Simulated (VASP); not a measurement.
# SnSe2 (1T) (P-3m1) in VASP: relaxation of cell and atoms with LDA

Aim: the relaxation of cell and atoms of SnSe2 (1T) with LDA.

Everything below comes from runs of VASP 6.6.1. Logs are shortened: lines on timing, memory, paths and dates and some standing lists are left out, and cuts for length are marked.

**1. The cell of the first run**

It takes space group P-3m1 (No. 164, trigonal). The conventional cell has a = 3.811 Å, b = 3.811 Å, c = 6.137 Å, α = 90.00°, β = 90.00°, γ = 120.00°. Within 3.5 Å of Sn (site symmetry -3m) lie 6 Se at 2.68 Å. Within 3.5 Å of Se (site symmetry 3m) lie 3 Sn at 2.68 Å.

**2. Relaxation of cell and atoms, LDA, target pressure 12 GPa, at which the enthalpy is minimised**

Input file INCAR:

```
SYSTEM = SnSe2
ALGO     = Normal         ! electronic algorithm
EDIFF    = 1E-6           ! SCF threshold, eV
EDIFFG   = -0.002         ! ionic threshold
ENCUT    = 600            ! plane-wave cutoff, eV
IBRION   = 2              ! ionic algorithm
ISIF     = 3              ! what is computed and relaxed
ISMEAR   = 0              ! smearing method
LASPH    = .True.         ! aspherical terms in the spheres
LCHARG   = .False.        ! write CHGCAR
LREAL    = .False.        ! projectors in reciprocal space
LWAVE    = .False.        ! write WAVECAR
NELM     = 100            ! most SCF steps
NSW      = 80             ! ionic steps
PREC     = Accurate       ! precision mode
PSTRESS  = 120.0        
SIGMA    = 0.05           ! smearing width, eV
```

Input file KPOINTS:

```
k-points
0
Gamma
  18 18 10
  0 0 0
```

Input file POSCAR:

```
SnSe2
1.0
    3.8110000000      0.0000000000      0.0000000000
   -1.9055000000      3.3004228138      0.0000000000
    0.0000000000      0.0000000000      6.1370000000
Sn Se
1 2
Direct
    0.0000000000      0.0000000000      0.0000000000
    0.3333333333      0.6666666667      0.2500000000
    0.6666666667      0.3333333333      0.7500000000
```

Potentials or basis: VASP PAW LDA potentials, release 64 (Sn_d, Se).

On the command line:

```bash
$ cat potpaw_LDA.64/Sn_d/POTCAR potpaw_LDA.64/Se/POTCAR > POTCAR
$ mpirun -np 1 vasp_std > vasp.out
```

OUTCAR:

```text
SYSTEM = SnSe2
   EDIFF = 1E-6
   EDIFFG = -0.002
   ENCUT = 600
   IBRION = 2
   ISIF = 3
   ISMEAR = 0
   LASPH = .True.
   LREAL = .False.
   NELM = 100
   NSW = 80
   PREC = Accurate
   PSTRESS = 120.0

 ion  position               nearest neighbor table
   1  0.000  0.000  0.000-   2 2.68   3 2.68   2 2.68   3 2.68   3 2.68   2 2.68
   2  0.333  0.667  0.250-   1 2.68   1 2.68   1 2.68
   3  0.667  0.333  0.750-   1 2.68   1 2.68   1 2.68

  LATTYP: Found a hexagonal cell.
 ALAT       =     3.8110000000
 C/A-ratio  =     1.6103384938

  Lattice vectors:

 A1 = (   3.8110000000,   0.0000000000,   0.0000000000)
 A2 = (  -1.9055000000,   3.3004228138,   0.0000000000)
 A3 = (   0.0000000000,   0.0000000000,   6.1370000000)

Analysis of symmetry for initial positions (statically):
=====================================================================
 Subroutine PRICEL returns:
 Original cell was already a primitive cell.

 Routine SETGRP: Setting up the symmetry group for a
 hexagonal supercell.

 Subroutine GETGRP returns: Found 12 space group operations
 (whereof 12 operations were pure point group operations)
 out of a pool of 24 trial point group operations.

The static configuration has the point symmetry D_3d.

Analysis of symmetry for dynamics (positions and initial velocities):
=====================================================================
 Subroutine PRICEL returns:
 Original cell was already a primitive cell.

 Routine SETGRP: Setting up the symmetry group for a
 hexagonal supercell.

 Subroutine GETGRP returns: Found 12 space group operations
 (whereof 12 operations were pure point group operations)
 out of a pool of 24 trial point group operations.

The dynamic configuration has the point symmetry D_3d.

 Subroutine INISYM returns: Found 12 space group operations
 (whereof 12 operations are pure point group operations),
 and found     1 'primitive' translations

----------------------------------------------------------------------------------------

                                     Primitive cell

  volume of cell :      77.1906

  direct lattice vectors                    reciprocal lattice vectors
     3.811000000  0.000000000  0.000000000     0.262398321  0.151495741  0.000000000
    -1.905500000  3.300422814  0.000000000     0.000000000  0.302991482  0.000000000
     0.000000000  0.000000000  6.137000000     0.000000000  0.000000000  0.162946065

  length of vectors
     3.811000000  3.811000000  6.137000000     0.302991482  0.302991482  0.162946065

  position of ions in fractional coordinates (direct lattice)
     0.000000000  0.000000000  0.000000000
     0.333333333  0.666666667  0.250000000
     0.666666667  0.333333333  0.750000000

  ion indices of the primitive-cell ions
   primitive index   ion index
                 1           1
                 2           2
                 3           3

----------------------------------------------------------------------------------------

 KPOINTS: k-points

Automatic generation of k-mesh.
 Grid dimensions read from file:
 generate k-points for:   18   18   10

 Generating k-lattice:

  Cartesian coordinates                     Fractional coordinates (reciprocal lattice)
     0.014577684  0.008416430  0.000000000     0.055555556 -0.000000000  0.000000000
     0.000000000  0.016832860  0.000000000     0.000000000  0.055555556  0.000000000
     0.000000000  0.000000000  0.016294606     0.000000000  0.000000000  0.100000000

  Length of vectors
     0.016832860  0.016832860  0.016294606

  Shift w.r.t. Gamma in fractional coordinates (k-lattice)
     0.000000000  0.000000000  0.000000000

 Subroutine IBZKPT returns following result:
 ===========================================

 Found    330 irreducible k-points:

 Following reciprocal coordinates:
            Coordinates               Weight
  0.000000  0.000000  0.000000      1.000000
  0.055556  0.000000  0.000000      6.000000
  0.111111  0.000000  0.000000      6.000000
  0.166667  0.000000  0.000000      6.000000
  0.222222  0.000000  0.000000      6.000000
  0.277778  0.000000  0.000000      6.000000
[... 16 lines left out ...]
  0.333333  0.111111  0.000000     12.000000
  0.388889  0.111111  0.000000     12.000000
 [... further k-points ...]
   k-points           NKPTS =    330   k-points in BZ     NKDIM =    330   number of bands    NBANDS=     17
   number of dos      NEDOS =    301   number of ions     NIONS =      3
   total plane-waves  NPLWV =  45000
   dimension x,y,z NGX =    30 NGY =   30 NGZ =   50
   dimension x,y,z NGXF=    60 NGYF=   60 NGZF=  100
   ions per type =               1   2
   NGX,Y,Z   is equivalent  to a cutoff of  13.09, 13.09, 13.54 a.u.
   NGXF,Y,Z  is equivalent  to a cutoff of  26.17, 26.17, 27.09 a.u.
 SYSTEM =  SnSe2
   PREC   = accura    normal or accurate (medium, high low for compatibility)
   ISTART =      0    job   : 0-new  1-cont  2-samecut
   ICHARG =      2    charge: 1-file 2-atom 10-const
   ISPIN  =      1    spin polarized calculation?
   LNONCOLLINEAR =      F non collinear calculations
   LSORBIT =      F    spin-orbit coupling
   LASPH  =      T    aspherical Exc in radial PAW
   ENCUT  =  600.0 eV  44.10 Ry    6.64 a.u.   7.61  7.61 12.26*2*pi/ulx,y,z
   NELM   =    100;   NELMIN=  2; NELMDL= -5     # of ELM steps
   EDIFF  = 0.1E-05   stopping-criterion for ELM
   LREAL  =      F    real-space projection
   EDIFFG = -.2E-02   stopping-criterion for IOM
   NSW    =     80    number of steps for IOM
   IBRION =      2    ionic relax: 0-MD 1-quasi-New 2-CG
   NFREE  =      1    steps in history (QN), initial steepest desc. (CG)
   ISIF   =      3    stress and relaxation
   ISYM   =      2    0-nonsym 1-usesym 2-fastsym
   POTIM  = 0.5000    time-step for ionic-motion
   TEBEG  =    0.0;   TEEND  =   0.0 temperature during run
   PSTRESS=  120.0 pullay stress
   NELECT =      26.0000    total number of electrons
   NUPDOWN=      -1.0000    fix difference up-down
   EMIN   =  10.00;   EMAX   =-10.00  energy-range for DOS
   EFERMI =   0.00;   METHOD = LEGACY
   ISMEAR =     0;   SIGMA  =   0.05  broadening in eV -4-tet -1-fermi 0-gaus
   EFERMI_NEDOS =   21; number of points for ismear=-14 and -15
   IALGO  =     38    algorithm
   IMIX   =      4    mixing-type and parameters
     AMIX     =   0.40;   BMIX     =  1.00
     AMIX_MAG =   1.60;   BMIX_MAG =  1.00
  volume/ion in A,a.u.               =      25.73       173.64
  Fermi-wavevector in a.u.,A,eV,Ry     =   1.139054  2.152500 17.652804  1.297445
  Thomas-Fermi vector in A             =   2.275758
   LORBIT       =      0    0 simple, 1 ext, 2 COOP (PROOUT), +10 PAW based schemes
   GGA     = CA    functional components
   LHFCALC =     F    Hartree Fock is set to
   AEXX    =    0.0000 exact exchange contribution
   IVDW    =     0    specifies the selected vdW correction
   LEPSILON=     F    determine dielectric tensor
   LRPA    =     F    only Hartree local field effects (RPA)
 conjugate gradient relaxation of ions
 non-spin polarized calculation
 Gauss-broadening in eV      SIGMA  =   0.05
  energy-cutoff  :      600.00
  volume of cell :       77.19
 maximum number of plane-waves:      2605
   NGX = 15   NGY = 15   NGZ = 25

--------------------------------------- Ionic step        1  -------------------------------------------

 number of electron      25.9999991 magnetization

 Free energy of the ion-electron system (eV)
  ---------------------------------------------------
  ext. energy  EPLUGINS =         0.00000000
  ---------------------------------------------------
  free energy    TOTEN  =       -13.76299162 eV

  energy without entropy =      -13.76299162  energy(sigma->0) =      -13.76299162

 E-fermi :   4.4290     XC(G=0):  -9.7852

 val. band max:        4.1351311200   @ k =   0.0556   0.0556   0.0000
 cond. band min:       4.6916123632   @ k =   0.0000   0.4444   0.3000
 fundamental gap:      0.5564812432
 Fermi energy:         4.4289860267

 k-point     1 :       0.0000    0.0000    0.0000
  band No.  band energies     occupation
      1     -17.0874      2.00000
      2     -17.0874      2.00000
      3     -17.0439      2.00000
      4     -17.0298      2.00000
      5     -17.0298      2.00000
      6      -9.9270      2.00000
[... 457 lines left out ...]
      4     -17.0112      2.00000
      5     -17.0055      2.00000
      6      -8.3039      2.00000
[... 9 lines left out ...]
     16       9.0855      0.00000
     17      10.1286      0.00000

 [... further k-points ...]
[... 5 lines left out ...]
  --------------------------------------------------------------------------------------
  -------------------------------------------------------------------------------------
  Total        0.1151176      0.1151176      0.8319052      0.0000000      0.0000000      0.0000000
  in kB        2.3893932      2.3893932     17.2671140      0.0000000      0.0000000      0.0000000
  external PRESSURE =    -112.6513665 kB  Pullay stress =     120.0000000 kB
[... 100 lines left out ...]
  energy  without entropy=      -13.4591388400  energy(sigma->0) =      -13.45913884

  enthalpy is  TOTEN    =        -8.3446651475 eV   P V=        5.1144736925

[... ionic steps 4 to 23 ...]

--------------------------------------- Ionic step       24  -------------------------------------------

 number of electron      26.0000001 magnetization

------------------------ aborting loop because EDIFF is reached ----------------------------------------
[... 73 lines left out ...]
--------------------------------------- Ionic step       26  -------------------------------------------

 number of electron      26.0000001 magnetization

 Free energy of the ion-electron system (eV)
  ---------------------------------------------------
  ext. energy  EPLUGINS =         0.00000000
  ---------------------------------------------------
  free energy    TOTEN  =       -13.44979274 eV

  energy without entropy =      -13.44896464  energy(sigma->0) =      -13.44937869

 E-fermi :   7.4761     XC(G=0): -10.9547

 val. band max:        7.4746505096   @ k =   0.1667   0.0556   0.0000
 cond. band min:       7.4798049966   @ k =   0.3889   0.2222   0.1000
 fundamental gap:      0.0051544871
 Fermi energy:         7.4760574266

 k-point     1 :       0.0000    0.0000    0.0000
  band No.  band energies     occupation
      1     -14.3213      2.00000
      2     -14.3213      2.00000
      3     -14.2713      2.00000
      4     -14.2485      2.00000
      5     -14.2485      2.00000
      6      -8.3147      2.00000
[... 457 lines left out ...]
      4     -14.2248      2.00000
      5     -14.2173      2.00000
      6      -6.3518      2.00000
[... 9 lines left out ...]
     16      11.5241      0.00000
     17      12.4925      0.00000

 [... further k-points ...]
[... 5 lines left out ...]
  --------------------------------------------------------------------------------------
  -------------------------------------------------------------------------------------
  Total        4.6309218      4.6309218      4.6211573     -0.0000000      0.0000000      0.0000000
  in kB      120.1031508    120.1031508    119.8499083     -0.0000000      0.0000000      0.0000000
  external PRESSURE =       0.0187366 kB  Pullay stress =     120.0000000 kB
[... 22 lines left out ...]
  energy  without entropy=      -13.4489646351  energy(sigma->0) =      -13.44937869

  enthalpy is  TOTEN    =        -8.8228481963 eV   P V=        4.6269445415

 reached required accuracy - stopping structural energy minimisation
```

Wall time 37 min (1 thread of AMD EPYC 9R45 (Zen 5), shared host); peak memory 0.6 GiB.

What came out:

| Property | Result |
| --- | --- |
| Free energy | -13.4498 eV |
| Relaxed volume | 20.59 Å³/atom |
| Relaxed cell | a = 3.690 Å, b = 3.690 Å, c = 5.239 Å, α = 90.00°, β = 90.00°, γ = 120.00° |
| Space group after relaxing (to 0.05 Å) | P-3m1 (No. 164) |
| Energy change on relaxing (the enthalpy is what falls) | +104.4 meV/atom |
| Ionic steps | 26 |
| Pressure after relaxing | 12.0 GPa |
| Band gap on the k mesh | zero (band 13 reaches 7.80 eV, above the bottom of band 14 at 6.66 eV) |

Step by step:
```
step  energy change (eV)  largest force (eV/Å)  pressure (GPa)  volume (Å³)
   1              0.0000                0.4440            0.73        77.19
   2              1.6071                3.9422           36.46        58.69
   3              0.3039                1.7102           12.13        68.29
   4              0.3238                1.7588           12.61        68.01
   5              0.2900                1.0815           12.52        65.57
   6              0.4408                0.1592           13.43        62.13
   7              0.2751                0.0629           10.20        63.05
   8              0.1978                0.2096            8.17        63.74
   9              0.3698                0.0527           13.50        61.08
  10              0.3139                0.0062           12.01        61.77
  11              0.3110                0.0094           11.90        61.81
  12              0.3124                0.0040           11.99        61.79
  13              0.3121                0.0051           11.96        61.79
  14              0.3120                0.0056           11.97        61.79
  15              0.3115                0.0078           11.94        61.80
  16              0.3117                0.0072           11.95        61.80
  17              0.3119                0.0059           11.94        61.79
  18              0.3119                0.0058           11.95        61.79
  19              0.3120                0.0055           11.96        61.79
  20              0.3138                0.0020           12.03        61.77
  21              0.3135                0.0029           12.03        61.77
  22              0.3131                0.0035           11.99        61.78
  23              0.3134                0.0022           11.99        61.77
  24              0.3135                0.0021           12.00        61.77
  25              0.3135                0.0023           12.01        61.77
  26              0.3132                0.0013           12.00        61.78
```

Final structure:
```cif
data_structure
_symmetry_space_group_name_H-M 'P 1'
_symmetry_Int_Tables_number 1
_cell_length_a 3.6901
_cell_length_b 3.6901
_cell_length_c 5.2386
_cell_angle_alpha 90.000
_cell_angle_beta 90.000
_cell_angle_gamma 120.000
_cell_volume 61.78
loop_
_atom_site_label
_atom_site_type_symbol
_atom_site_fract_x
_atom_site_fract_y
_atom_site_fract_z
_atom_site_occupancy
Sn1 Sn 0.00000 0.00000 0.00000 1
Se1 Se 0.33333 0.66667 0.30155 1
Se2 Se 0.66667 0.33333 0.69845 1
```

Levels at points of the mesh, in eV from the Fermi level:
```csv
k point,band 11,band 12,band 13,band 14,band 15,band 16
"(0.00, 0.00, 0.00)",-1.21,-1.21,-0.20,0.65,2.80,4.47
"(0.50, 0.00, 0.00)",-4.00,-3.61,-0.43,1.58,3.01,3.36
"(0.00, 0.00, 0.50)",-1.89,-0.61,-0.61,2.40,3.10,3.31
"(0.50, 0.00, 0.50)",-2.56,-2.46,-2.15,1.02,3.16,4.23
```

Caveat: the cell is relaxed towards a set pressure, so the enthalpy falls and the energy may rise; the volume moved by over 15 % at a fixed basis, so the end points are rough; spin-orbit coupling is left out, which moves the levels of the heavy elements.
